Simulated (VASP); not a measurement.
# C (Fd-3m) in VASP: further runs

Aim: see how the results for C move with the level of theory and the settings. Levels: PBE, HSE06. Tasks: single point.

All numbers are computed with VASP 6.6.1; they aren't measurements. Logs are shortened: lines on timing, memory, paths and dates and some standing lists are left out, and cuts for length are marked.

## 1. The cell of the first run

The structure is cubic, space group Fd-3m (No. 227). The conventional cell has a = 3.571 Å, b = 3.571 Å, c = 3.571 Å, α = 90.00°, β = 90.00°, γ = 90.00°. Within 2.1 Å of C (site symmetry -43m) lie 4 C at 1.55 Å.

## 2. Single point, PBE

INCAR reads:

```
PREC = Accurate ; ENCUT = 600
EDIFF = 1E-6 ; ISMEAR = 0
SIGMA = 0.05 ; LREAL = F
LASPH = T ; NELM = 120
ALGO = Normal ; ISIF = 2
LWAVE = F ; LCHARG = T
GGA = PE ; LELF = T
LVHAR = T ; NBANDS = 11
GGA_COMPAT = F
```

KPOINTS reads:

```
Automatic mesh
0
Gamma
  10 10 10
```

POSCAR reads:

```
C
1.0
    0.0000000000      1.7856546291      1.7856546291
    1.7856546291      0.0000000000      1.7856546291
    1.7856546291      1.7856546291      0.0000000000
C
2
Direct
    0.7500000000      0.7500000000      0.7500000000
    0.5000000000      0.5000000000      0.5000000000
```

Potentials or basis: VASP PAW PBE potentials, release 64 (C).

On the command line:

```console
$ cat potpaw_PBE.64/C/POTCAR > POTCAR
$ mpirun -np 1 vasp_std > vasp.out
```

OUTCAR:

```text
PREC = Accurate
   ENCUT = 600
   EDIFF = 1E-6
   ISMEAR = 0
   LREAL = F
   LASPH = T
   NELM = 120
   ISIF = 2
   GGA = PE

 ion  position               nearest neighbor table
   1  0.750  0.750  0.750-   2 1.55   2 1.55   2 1.55   2 1.55
   2  0.500  0.500  0.500-   1 1.55   1 1.55   1 1.55   1 1.55

  LATTYP: Found a face centered cubic cell.
 ALAT       =     3.5713092582

  Lattice vectors:

 A1 = (   0.0000000000,   1.7856546291,   1.7856546291)
 A2 = (   1.7856546291,   0.0000000000,   1.7856546291)
 A3 = (   1.7856546291,   1.7856546291,   0.0000000000)

Analysis of symmetry for initial positions (statically):
=====================================================================
 Subroutine PRICEL returns:
 Original cell was already a primitive cell.

 Routine SETGRP: Setting up the symmetry group for a
 face centered cubic supercell.

 Subroutine GETGRP returns: Found 48 space group operations
 (whereof 24 operations were pure point group operations)
 out of a pool of 48 trial point group operations.

The static configuration has the point symmetry T_d .
 The point group associated with its full space group is O_h .

Analysis of symmetry for dynamics (positions and initial velocities):
=====================================================================
 Subroutine PRICEL returns:
 Original cell was already a primitive cell.

 Routine SETGRP: Setting up the symmetry group for a
 face centered cubic supercell.

 Subroutine GETGRP returns: Found 48 space group operations
 (whereof 24 operations were pure point group operations)
 out of a pool of 48 trial point group operations.

The dynamic configuration has the point symmetry T_d .
 The point group associated with its full space group is O_h .

 Subroutine INISYM returns: Found 48 space group operations
 (whereof 24 operations are pure point group operations),
 and found     1 'primitive' translations

----------------------------------------------------------------------------------------

                                     Primitive cell

  volume of cell :      11.3873

  direct lattice vectors                    reciprocal lattice vectors
     0.000000000  1.785654629  1.785654629    -0.280009354  0.280009354  0.280009354
     1.785654629  0.000000000  1.785654629     0.280009354 -0.280009354  0.280009354
     1.785654629  1.785654629  0.000000000     0.280009354  0.280009354 -0.280009354

  length of vectors
     2.525296994  2.525296994  2.525296994     0.484990429  0.484990429  0.484990429

  position of ions in fractional coordinates (direct lattice)
     0.750000000  0.750000000  0.750000000
     0.500000000  0.500000000  0.500000000

  ion indices of the primitive-cell ions
   primitive index   ion index
                 1           1
                 2           2

----------------------------------------------------------------------------------------

 KPOINTS: Automatic mesh

Automatic generation of k-mesh.
 Grid dimensions read from file:
 generate k-points for:   10   10   10

 Generating k-lattice:

  Cartesian coordinates                     Fractional coordinates (reciprocal lattice)
    -0.028000935  0.028000935  0.028000935     0.100000000  0.000000000  0.000000000
     0.028000935 -0.028000935  0.028000935     0.000000000  0.100000000  0.000000000
     0.028000935  0.028000935 -0.028000935     0.000000000  0.000000000  0.100000000

  Length of vectors
     0.048499043  0.048499043  0.048499043

  Shift w.r.t. Gamma in fractional coordinates (k-lattice)
     0.000000000  0.000000000  0.000000000

 Subroutine IBZKPT returns following result:
 ===========================================

 Found     47 irreducible k-points:

 Following reciprocal coordinates:
            Coordinates               Weight
  0.000000  0.000000  0.000000      1.000000
  0.100000  0.000000  0.000000      8.000000
  0.200000  0.000000  0.000000      8.000000
  0.300000  0.000000  0.000000      8.000000
  0.400000  0.000000  0.000000      8.000000
  0.500000  0.000000  0.000000      4.000000
[... 16 lines left out ...]
  0.300000  0.300000  0.000000      6.000000
  0.400000  0.300000  0.000000     24.000000
 [... further k-points ...]
   k-points           NKPTS =     47   k-points in BZ     NKDIM =     47   number of bands    NBANDS=     11
   number of dos      NEDOS =    301   number of ions     NIONS =      2
   total plane-waves  NPLWV =   8000
   dimension x,y,z NGX =    20 NGY =   20 NGZ =   20
   dimension x,y,z NGXF=    40 NGYF=   40 NGZF=   40
   ions per type =               2
   NGX,Y,Z   is equivalent  to a cutoff of  13.17, 13.17, 13.17 a.u.
   NGXF,Y,Z  is equivalent  to a cutoff of  26.33, 26.33, 26.33 a.u.
 SYSTEM =  unknown system
   PREC   = accura    normal or accurate (medium, high low for compatibility)
   ISTART =      0    job   : 0-new  1-cont  2-samecut
   ICHARG =      2    charge: 1-file 2-atom 10-const
   ISPIN  =      1    spin polarized calculation?
   LNONCOLLINEAR =      F non collinear calculations
   LSORBIT =      F    spin-orbit coupling
   LASPH  =      T    aspherical Exc in radial PAW
   ENCUT  =  600.0 eV  44.10 Ry    6.64 a.u.   5.04  5.04  5.04*2*pi/ulx,y,z
   NELM   =    120;   NELMIN=  2; NELMDL= -5     # of ELM steps
   EDIFF  = 0.1E-05   stopping-criterion for ELM
   LREAL  =      F    real-space projection
   EDIFFG = 0.1E-04   stopping-criterion for IOM
   NSW    =      0    number of steps for IOM
   IBRION =     -1    ionic relax: 0-MD 1-quasi-New 2-CG
   NFREE  =      0    steps in history (QN), initial steepest desc. (CG)
   ISIF   =      2    stress and relaxation
   ISYM   =      2    0-nonsym 1-usesym 2-fastsym
   POTIM  = 0.5000    time-step for ionic-motion
   TEBEG  =    0.0;   TEEND  =   0.0 temperature during run
   PSTRESS=    0.0 pullay stress
   NELECT =       8.0000    total number of electrons
   NUPDOWN=      -1.0000    fix difference up-down
   EMIN   =  10.00;   EMAX   =-10.00  energy-range for DOS
   EFERMI =   0.00;   METHOD = LEGACY
   ISMEAR =     0;   SIGMA  =   0.05  broadening in eV -4-tet -1-fermi 0-gaus
   EFERMI_NEDOS =   21; number of points for ismear=-14 and -15
   IALGO  =     38    algorithm
   IMIX   =      4    mixing-type and parameters
     AMIX     =   0.40;   BMIX     =  1.00
     AMIX_MAG =   1.60;   BMIX_MAG =  1.00
  volume/ion in A,a.u.               =       5.69        38.42
  Fermi-wavevector in a.u.,A,eV,Ry     =   1.455339  2.750191 28.817279  2.118010
  Thomas-Fermi vector in A             =   2.572385
   LORBIT       =      0    0 simple, 1 ext, 2 COOP (PROOUT), +10 PAW based schemes
   GGA     = PE    functional components
   LHFCALC =     F    Hartree Fock is set to
   AEXX    =    0.0000 exact exchange contribution
   IVDW    =     0    specifies the selected vdW correction
   LEPSILON=     F    determine dielectric tensor
   LRPA    =     F    only Hartree local field effects (RPA)
 non-spin polarized calculation
 Gauss-broadening in eV      SIGMA  =   0.05
  energy-cutoff  :      600.00
  volume of cell :       11.39
 maximum number of plane-waves:       392
   NGX =  9   NGY =  9   NGZ =  9

 number of electron       7.9999999 magnetization

 Free energy of the ion-electron system (eV)
  ---------------------------------------------------
  ext. energy  EPLUGINS =         0.00000000
  ---------------------------------------------------
  free energy    TOTEN  =       -18.19042189 eV

  energy without entropy =      -18.19042189  energy(sigma->0) =      -18.19042189

 E-fermi :   9.8902     XC(G=0): -13.2314

 val. band max:        9.6730731673   @ k =   0.0000   0.0000   0.0000
 cond. band min:      13.8346583928   @ k =   0.4000   0.4000   0.0000
 fundamental gap:      4.1615852255
 Fermi energy:         9.8901775546

 k-point     1 :       0.0000    0.0000    0.0000
  band No.  band energies     occupation
      1     -11.7518      2.00000
      2       9.6731      2.00000
      3       9.6731      2.00000
      4       9.6731      2.00000
      5      15.2527      0.00000
      6      15.2527      0.00000
      7      15.2527      0.00000
      8      22.9165      0.00000
      9      28.9190      0.00000
     10      36.1671      0.00000
     11      36.1671      0.00000

 k-point     2 :       0.1000    0.0000    0.0000
  band No.  band energies     occupation
      1     -11.4760      2.00000
      2       8.0026      2.00000
      3       9.2284      2.00000
      4       9.2284      2.00000
      5      15.8365      0.00000
      6      15.8365      0.00000
      7      16.1901      0.00000
      8      23.1570      0.00000
      9      29.3633      0.00000
     10      33.6487      0.00000
     11      33.6487      0.00000

 k-point     3 :       0.2000    0.0000    0.0000
  band No.  band energies     occupation
      1     -10.6528      2.00000
      2       4.8062      2.00000
      3       8.3556      2.00000
      4       8.3556      2.00000
      5      16.9632      0.00000
      6      16.9632      0.00000
      7      17.3847      0.00000
      8      23.8264      0.00000
      9      30.1277      0.00000
     10      32.1379      0.00000
     11      32.1379      0.00000

 k-point     4 :       0.3000    0.0000    0.0000
  band No.  band energies     occupation
      1      -9.3031      2.00000
      2       1.4167      2.00000
      3       7.5676      2.00000
      4       7.5676      2.00000
      5      17.7847      0.00000
      6      17.7847      0.00000
      7      18.0623      0.00000
      8      24.6457      0.00000
      9      30.4597      0.00000
     10      32.3982      0.00000
     11      32.3982      0.00000
[... 239 lines left out ...]
 k-point    22 :      -0.2000    0.2000    0.0000
  band No.  band energies     occupation
      1      -8.8565      2.00000
      2       2.7108      2.00000
      3       3.6914      2.00000
      4       7.6949      2.00000
      5      18.1395      0.00000
      6      18.2271      0.00000
      7      20.1301      0.00000
      8      23.2771      0.00000
      9      29.6956      0.00000
     10      30.6040      0.00000
     11      33.5625      0.00000

 k-point    23 :       0.3000    0.3000    0.0000
  band No.  band energies     occupation
      1      -8.4893      2.00000
      2       3.6003      2.00000
      3       4.8059      2.00000
      4       4.8059      2.00000
      5      13.8988      0.00000
      6      18.3358      0.00000
      7      22.7253      0.00000
      8      22.7253      0.00000
      9      30.4087      0.00000
     10      32.4755      0.00000
     11      40.3664      0.00000

 k-point    24 :       0.4000    0.3000    0.0000
  band No.  band energies     occupation
      1      -7.1751      2.00000
      2       1.6319      2.00000
      3       3.7125      2.00000
      4       4.3364      2.00000
      5      14.4550      0.00000
      6      17.6771      0.00000
      7      23.7084      0.00000
      8      23.7606      0.00000
      9      31.3278      0.00000
     10      32.5070      0.00000
     11      40.3764      0.00000

 [... further k-points ...]
[... 5 lines left out ...]
  --------------------------------------------------------------------------------------
  -------------------------------------------------------------------------------------
  Total        0.0066018      0.0066018      0.0066018      0.0000000     -0.0000000     -0.0000000
  in kB        0.9288671      0.9288671      0.9288671      0.0000000     -0.0000000     -0.0000000
  external PRESSURE =       0.9288671 kB  Pullay stress =       0.0000000 kB

 VOLUME and BASIS-vectors are now :
 -----------------------------------------------------------------------------
  energy-cutoff  :      600.00
  volume of cell :       11.39
      direct lattice vectors                 reciprocal lattice vectors
     0.000000000  1.785654629  1.785654629    -0.280009354  0.280009354  0.280009354
     1.785654629  0.000000000  1.785654629     0.280009354 -0.280009354  0.280009354
     1.785654629  1.785654629  0.000000000     0.280009354  0.280009354 -0.280009354

 POSITION                                       TOTAL-FORCE (eV/Angst)
 -----------------------------------------------------------------------------------
      2.67848      2.67848      2.67848         0.000000      0.000000      0.000000
      1.78565      1.78565      1.78565        -0.000000     -0.000000     -0.000000
 -----------------------------------------------------------------------------------
    total drift:                                0.000000     -0.000000      0.000000

  FREE ENERGIE OF THE ION-ELECTRON SYSTEM (eV)
  ---------------------------------------------------
  free  energy   TOTEN  =       -18.1904218877 eV

  energy  without entropy=      -18.1904218877  energy(sigma->0) =      -18.19042189
```

Run time: 3.5 s. Hardware: 1 thread of Intel Xeon 6975P-C (Granite Rapids), shared host; peak memory 0.11 GiB.

What came out:

```yaml
Free_energy: -18.1904 eV
Pressure: 0.1 GPa
Band_gap_on_the_k_mesh: 4.16 eV, indirect (least direct gap 5.58 eV)
```

Levels at points of the mesh, in eV from the valence-band top:
```csv
k point,band 1,band 2,band 3,band 4,band 5,band 6,band 7,band 8
"(0.00, 0.00, 0.00)",-21.42,0.00,0.00,0.00,5.58,5.58,5.58,13.24
"(0.50, 0.00, 0.00)",-15.67,-13.33,-2.79,-2.79,8.44,8.44,8.80,15.66
"(0.50, 0.50, 0.00)",-12.74,-12.74,-6.28,-6.28,4.75,4.75,16.75,16.75
```

A k mesh can miss the band edges. A hybrid or GW would open this gap; PBE tends to underestimate it.

[end of part 1 of 2]
